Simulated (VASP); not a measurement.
Zr4Al3N3O8, 18 atoms in the cell. The cell holds a disordered packing, 18 atoms: a = 6.067 Å, b = 6.101 Å, c = 6.400 Å, α = 86.38°, β = 91.53°, γ = 91.86°. 

| Property | Result |
| --- | --- |
| Program | VASP 6.6.1 |
| Task | single point |
| Functional | PBE |
| Potentials or basis | VASP PAW PBE potentials, release 64 (Al, N, Zr_sv, O) |
| Cutoff | 520 eV |
| k mesh | 1 × 1 × 1 |
| Occupations | fermi-dirac, width 0.131 eV |
| Spin | no spin polarisation |
| Dipole correction | no |
| Further INCAR settings | LREAL = Auto; ALGO = Normal; EDIFF = 1e-06; NBANDS = 75; ISYM = 0 |

Potentials or basis: VASP PAW PBE potentials, release 64 (Al, N, Zr_sv, O).

Command:

```console
$ cat potpaw_PBE.64/Al/POTCAR potpaw_PBE.64/N/POTCAR potpaw_PBE.64/Zr_sv/POTCAR potpaw_PBE.64/O/POTCAR > POTCAR
$ mpirun -np 1 vasp_gam > vasp.out
```

Hardware: 1 thread of Intel(R) Xeon(R) Platinum 8259CL CPU @ 2.50GHz (Skylake/Cascade Lake) (shared host).

Task: Estimate the wall time of this run.

Result: Run time: 54 s on 1 thread of Intel(R) Xeon(R) Platinum 8259CL CPU @ 2.50GHz (Skylake/Cascade Lake), on a shared host, peak memory 0.31 GiB. Counts: scf iterations 17, k points 1.
